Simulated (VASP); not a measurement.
Write the native input for VASP 6.6.1 that does the following.

```
Task                   : single point
Functional             : PBE
Potentials or basis    : VASP PAW PBE potentials, release 64 (Hf_pv, C, H)
Cutoff                 : 520 eV
k mesh                 : 4 × 4 × 1
Occupations            : gaussian, width 0.1 eV
Spin                   : no spin polarisation
Dipole correction      : yes
Further INCAR settings : LREAL = Auto; ALGO = Normal; EDIFF = 1e-06; NBANDS = 102
```

The structure of Hf12HC12 lies in POSCAR:

```
Hf12HC12
1.0
    6.5782051141      0.0000000000      0.0000000000
    0.0000000000      6.5782051141      0.0000000000
    0.0000000000      0.0000000000     20.0841322453
Hf C H
12 12 1
Direct
    0.0000000000      0.0000000000      0.1991622018
    0.0000000000      0.5000000000      0.1991622018
    0.5000000000      0.0000000000      0.1991622018
    0.5000000000      0.5000000000      0.1991622018
    0.2500000000      0.2500000000      0.3119533864
    0.2500000000      0.7500000000      0.3119533864
    0.7500000000      0.2500000000      0.3119533864
    0.7500000000      0.7500000000      0.3119533864
    0.0000000000      0.0000000000      0.4231522706
    0.0000000000      0.5000000000      0.4231522706
    0.5000000000      0.0000000000      0.4231522706
    0.5000000000      0.5000000000      0.4231522706
    0.2500000000      0.2500000000      0.1991622018
    0.2500000000      0.7500000000      0.1991622018
    0.7500000000      0.2500000000      0.1991622018
    0.7500000000      0.7500000000      0.1991622018
    0.0000000000      0.0000000000      0.3115316063
    0.0000000000      0.5000000000      0.3115316063
    0.5000000000      0.0000000000      0.3115316063
    0.5000000000      0.5000000000      0.3115316063
    0.2500000000      0.2500000000      0.4274086697
    0.2500000000      0.7500000000      0.4274086697
    0.7500000000      0.2500000000      0.4274086697
    0.7500000000      0.7500000000      0.4274086697
    0.4375000000      0.4375000000      0.5158916399
```

These files were run (other wordings do the same):

INCAR

```
PREC     = Accurate       # precision mode
ENCUT    = 520            # plane-wave cutoff, eV
EDIFF    = 1E-6           # SCF threshold, eV
ISMEAR   = 0              # smearing method
SIGMA    = 0.1            # smearing width, eV
LREAL    = Auto         
LASPH    = True           # aspherical terms in the spheres
NELM     = 100            # most SCF steps
ALGO     = Normal         # electronic algorithm
ISIF     = 2              # what is computed and relaxed
LWAVE    = False          # write WAVECAR
LCHARG   = True           # write CHGCAR
LDIPOL   = True         
IDIPOL   = 3            
DIPOL    = 0.5 0.5 0.320
GGA      = PE             # functional
LELF     = True           # ELF
LVHAR    = True         
LVACPOTAV= True         
NBANDS   = 102            # bands
```

KPOINTS

```
Automatic mesh
0
Gamma
  4 4 1
```

Potentials or basis: VASP PAW PBE potentials, release 64 (Hf_pv, C, H).

The run is started by

```console
$ cat potpaw_PBE.64/Hf_pv/POTCAR potpaw_PBE.64/C/POTCAR potpaw_PBE.64/H/POTCAR > POTCAR
$ mpirun -np 1 vasp_std > vasp.out
```

It gave:

The largest force is 1.945 eV/Å. The band gap on the k mesh is zero (an odd number of electrons rules out a gap without spin polarisation).

Caveat: spin-orbit coupling is left out, which moves the levels of the heavy elements.

It took 47 min on 1 thread of Oxide Virtual Turin-like Processor, with other jobs on the host, peak memory 0.94 GiB.
